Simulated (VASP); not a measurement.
# Ca5B3 (Im-3m) in VASP: single point with PBE

Aim: the single point of Ca5B3 with PBE.

Program: VASP 6.6.1. These are calculated values, not measurements. Logs are shortened: lines on timing, memory, paths and dates and some standing lists are left out, and cuts for length are marked.

**1. The cell of the first run**

It takes space group Im-3m (No. 229, cubic). Conventional cell: a = 6.523 Å, b = 6.523 Å, c = 6.523 Å, α = 90.00°, β = 90.00°, γ = 90.00°. Ca (site symmetry m-3m) has 8 Ca at 2.82 Å and 6 B at 3.26 Å within 3.7 Å. Within 3.7 Å of Ca (site symmetry -3m) lie 8 Ca at 2.82 to 3.26 Å and 6 B at 2.82 Å. Within 3.7 Å of B (site symmetry 4/mmm) lie 10 Ca at 2.82 to 3.26 Å and 4 B at 3.26 Å.

The cell was built from a structure type or drawn by symmetry, and may not be a known phase.

**2. Single point, PBE**

Contents of INCAR:

```
SYSTEM = Ca5B3
PREC     = Accurate       ! precision mode
ENCUT    = 520            ! plane-wave cutoff, eV
EDIFF    = 1E-6           ! SCF threshold, eV
ISMEAR   = 0              ! smearing method
SIGMA    = 0.1            ! smearing width, eV
LREAL    = .FALSE.        ! projectors in reciprocal space
LASPH    = .TRUE.         ! aspherical terms in the spheres
NELM     = 60             ! most SCF steps
ALGO     = Normal         ! electronic algorithm
ISIF     = 2              ! what is computed and relaxed
LWAVE    = .FALSE.        ! write WAVECAR
LCHARG   = .FALSE.        ! write CHGCAR
GGA      = PE             ! functional
NBANDS   = 40             ! bands
```

Contents of KPOINTS:

```
Automatic mesh
0
G
  4 4 4
  0 0 0
```

Contents of POSCAR:

```
Ca5B3
1.0
   -3.2615600700      3.2615600700      3.2615600700
    3.2615600700     -3.2615600700      3.2615600700
    3.2615600700      3.2615600700     -3.2615600700
Ca B
5 3
Direct
    0.0000000000      0.0000000000      0.0000000000
    0.0000000000      0.0000000000      0.5000000000
    0.0000000000      0.5000000000      0.0000000000
    0.5000000000      0.0000000000      0.0000000000
    0.5000000000      0.5000000000      0.5000000000
    0.0000000000      0.5000000000      0.5000000000
    0.5000000000      0.5000000000      0.0000000000
    0.5000000000      0.0000000000      0.5000000000
```

Potentials or basis: VASP PAW PBE potentials, release 64 (Ca_sv, B).

The run is started by

```bash
$ cat potpaw_PBE.64/Ca_sv/POTCAR potpaw_PBE.64/B/POTCAR > POTCAR
$ mpirun -np 1 vasp_std > vasp.out
```

OUTCAR:

```text
SYSTEM = Ca5B3
   PREC = Accurate
   ENCUT = 520
   EDIFF = 1E-6
   ISMEAR = 0
   LREAL = .FALSE.
   LASPH = .TRUE.
   NELM = 60
   ISIF = 2
   GGA = PE

 ion  position               nearest neighbor table
   1  0.000  0.000  0.000-   2 2.82   3 2.82   4 2.82   5 2.82   2 2.82   3 2.82   4 2.82   5 2.82

   2  0.000  0.000  0.500-   1 2.82   1 2.82
   3  0.000  0.500  0.000-   1 2.82   1 2.82
   4  0.500  0.000  0.000-   1 2.82   1 2.82
   5  0.500  0.500  0.500-   1 2.82   1 2.82
   6  0.000  0.500  0.500-
   7  0.500  0.500  0.000-
   8  0.500  0.000  0.500-

  LATTYP: Found a body centered cubic cell.
 ALAT       =     6.5231201400

  Lattice vectors:

 A1 = (  -3.2615600700,   3.2615600700,   3.2615600700)
 A2 = (   3.2615600700,  -3.2615600700,   3.2615600700)
 A3 = (   3.2615600700,   3.2615600700,  -3.2615600700)

Analysis of symmetry for initial positions (statically):
=====================================================================
 Subroutine PRICEL returns:
 Original cell was already a primitive cell.

 Routine SETGRP: Setting up the symmetry group for a
 body centered cubic supercell.

 Subroutine GETGRP returns: Found 48 space group operations
 (whereof 48 operations were pure point group operations)
 out of a pool of 48 trial point group operations.

The static configuration has the point symmetry O_h .

Analysis of symmetry for dynamics (positions and initial velocities):
=====================================================================
 Subroutine PRICEL returns:
 Original cell was already a primitive cell.

 Routine SETGRP: Setting up the symmetry group for a
 body centered cubic supercell.

 Subroutine GETGRP returns: Found 48 space group operations
 (whereof 48 operations were pure point group operations)
 out of a pool of 48 trial point group operations.

The dynamic configuration has the point symmetry O_h .

 Subroutine INISYM returns: Found 48 space group operations
 (whereof 48 operations are pure point group operations),
 and found     1 'primitive' translations

[... 88 lines left out ...]
   NELM   =     60;   NELMIN=  2; NELMDL= -5     # of ELM steps
   EDIFF  = 0.1E-05   stopping-criterion for ELM
   LREAL  =      F    real-space projection
   EDIFFG = 0.1E-04   stopping-criterion for IOM
   NSW    =      0    number of steps for IOM
   IBRION =     -1    ionic relax: 0-MD 1-quasi-New 2-CG
   NFREE  =      0    steps in history (QN), initial steepest desc. (CG)
   ISIF   =      2    stress and relaxation
   ISYM   =      2    0-nonsym 1-usesym 2-fastsym
   POTIM  = 0.5000    time-step for ionic-motion
   TEBEG  =    0.0;   TEEND  =   0.0 temperature during run
   PSTRESS=    0.0 pullay stress
   NELECT =      59.0000    total number of electrons
   NUPDOWN=      -1.0000    fix difference up-down
   EMIN   =  10.00;   EMAX   =-10.00  energy-range for DOS
   EFERMI =   0.00;   METHOD = LEGACY
   ISMEAR =     0;   SIGMA  =   0.10  broadening in eV -4-tet -1-fermi 0-gaus
   EFERMI_NEDOS =   21; number of points for ismear=-14 and -15
   IALGO  =     38    algorithm
   IMIX   =      4    mixing-type and parameters
     AMIX     =   0.40;   BMIX     =  1.00
     AMIX_MAG =   1.60;   BMIX_MAG =  1.00
  volume/ion in A,a.u.               =      17.35       117.07
  Fermi-wavevector in a.u.,A,eV,Ry     =   1.230968  2.326192 20.616669  1.515282
  Thomas-Fermi vector in A             =   2.365796
   LORBIT       =      0    0 simple, 1 ext, 2 COOP (PROOUT), +10 PAW based schemes
   GGA     = PE    functional components
   LHFCALC =     F    Hartree Fock is set to
   AEXX    =    0.0000 exact exchange contribution
   IVDW    =     0    specifies the selected vdW correction
   LEPSILON=     F    determine dielectric tensor
   LRPA    =     F    only Hartree local field effects (RPA)
 non-spin polarized calculation
 Gauss-broadening in eV      SIGMA  =   0.10
  energy-cutoff  :      520.00
  volume of cell :      138.78
 maximum number of plane-waves:      3784
   NGX = 21   NGY = 21   NGZ = 21

 number of electron      59.0000018 magnetization

 Free energy of the ion-electron system (eV)
  ---------------------------------------------------
  ext. energy  EPLUGINS =         0.00000000
  ---------------------------------------------------
  free energy    TOTEN  =       -22.32738920 eV

  energy without entropy =      -22.29083377  energy(sigma->0) =      -22.30911149

 E-fermi :   4.6043     XC(G=0): -10.2569

 val. band max:        4.5166482655   @ k =   0.0000   0.0000   0.0000
 cond. band min:       4.6065919671   @ k =   0.2500   0.2500   0.0000
 fundamental gap:      0.0899437016
 Fermi energy:         4.6042997120

 k-point     1 :       0.0000    0.0000    0.0000
  band No.  band energies     occupation
      1     -37.2448      2.00000
      2     -35.7813      2.00000
      3     -35.7157      2.00000
      4     -35.7157      2.00000
      5     -35.7157      2.00000
      6     -18.7670      2.00000
[... 333 lines left out ...]
     39       6.9676      0.00000
     40       7.0798      0.00000

------------------------ aborting loop because EDIFF is reached ----------------------------------------

  FORCE on cell =-STRESS in cart. coord.  units (eV):
  Direction    XX          YY          ZZ          XY          YZ          ZX
  --------------------------------------------------------------------------------------
  -------------------------------------------------------------------------------------
  Total        9.3565032      9.3565032      9.3565032     -0.0000000      0.0000000     -0.0000000
  in kB      108.0159819    108.0159819    108.0159819     -0.0000000      0.0000000     -0.0000000
  external PRESSURE =     108.0159819 kB  Pullay stress =       0.0000000 kB

 VOLUME and BASIS-vectors are now :
 -----------------------------------------------------------------------------
  energy-cutoff  :      520.00
  volume of cell :      138.78
      direct lattice vectors                 reciprocal lattice vectors
    -3.261560070  3.261560070  3.261560070     0.000000000  0.153300871  0.153300871
     3.261560070 -3.261560070  3.261560070     0.153300871  0.000000000  0.153300871
     3.261560070  3.261560070 -3.261560070     0.153300871  0.153300871  0.000000000

 POSITION                                       TOTAL-FORCE (eV/Angst)
 -----------------------------------------------------------------------------------
      0.00000      0.00000      0.00000         0.000000     -0.000000     -0.000000
      1.63078      1.63078     -1.63078        -0.000000     -0.000000      0.000000
      1.63078     -1.63078      1.63078        -0.000000     -0.000000     -0.000000
     -1.63078      1.63078      1.63078         0.000000      0.000000      0.000000
      1.63078      1.63078      1.63078        -0.000000      0.000000     -0.000000
      3.26156      0.00000      0.00000         0.000000     -0.000000     -0.000000
      0.00000      0.00000      3.26156         0.000000      0.000000     -0.000000
      0.00000      3.26156      0.00000         0.000000      0.000000     -0.000000
 -----------------------------------------------------------------------------------
    total drift:                               -0.000000     -0.000000      0.000000

  FREE ENERGIE OF THE ION-ELECTRON SYSTEM (eV)
  ---------------------------------------------------
  free  energy   TOTEN  =       -22.3273892008 eV

  energy  without entropy=      -22.2908337705  energy(sigma->0) =      -22.30911149
```

OSZICAR:

```text
N       E                     dE             d eps       ncg     rms          rms(c)
DAV:   1     0.605960879579E+03    0.60596E+03   -0.29042E+04   640   0.145E+03
DAV:   2     0.191745762591E+02   -0.58679E+03   -0.57581E+03   656   0.440E+02
DAV:   3    -0.199012335223E+02   -0.39076E+02   -0.37610E+02  1032   0.893E+01
DAV:   4    -0.230556879687E+02   -0.31545E+01   -0.31137E+01   952   0.207E+01
DAV:   5    -0.232394742263E+02   -0.18379E+00   -0.18368E+00  1000   0.447E+00    0.766E+00
DAV:   6    -0.224286898468E+02    0.81078E+00   -0.36237E+00   784   0.595E+00    0.363E+00
DAV:   7    -0.223542805199E+02    0.74409E-01   -0.72893E-01   880   0.358E+00    0.189E+00
DAV:   8    -0.223251998472E+02    0.29081E-01   -0.98648E-02   928   0.141E+00    0.386E-01
DAV:   9    -0.223271885445E+02   -0.19887E-02   -0.18619E-02  1016   0.495E-01    0.178E-01
DAV:  10    -0.223272949359E+02   -0.10639E-03   -0.11411E-03   912   0.126E-01    0.106E-01
DAV:  11    -0.223274011814E+02   -0.10625E-03   -0.24088E-04   824   0.942E-02    0.197E-02
DAV:  12    -0.223273881521E+02    0.13029E-04   -0.11130E-04   888   0.303E-02    0.602E-03
DAV:  13    -0.223273893398E+02   -0.11877E-05   -0.77901E-06   736   0.111E-02    0.200E-03
DAV:  14    -0.223273892008E+02    0.13906E-06   -0.10784E-06   552   0.382E-03
   1 F= -.22327389E+02 E0= -.22309111E+02  d E =-.365554E-01
```

Wall time 31 s (1 thread of AMD EPYC 9R45 (Zen 5), shared host); peak memory 0.23 GiB.

Results:

| Property | Result |
| --- | --- |
| Free energy | -22.3274 eV |
| Pressure | 10.8 GPa |
| Band gap on the k mesh | zero (an odd number of electrons rules out a gap without spin polarisation) |

Caveat: the cell stands under pressure.
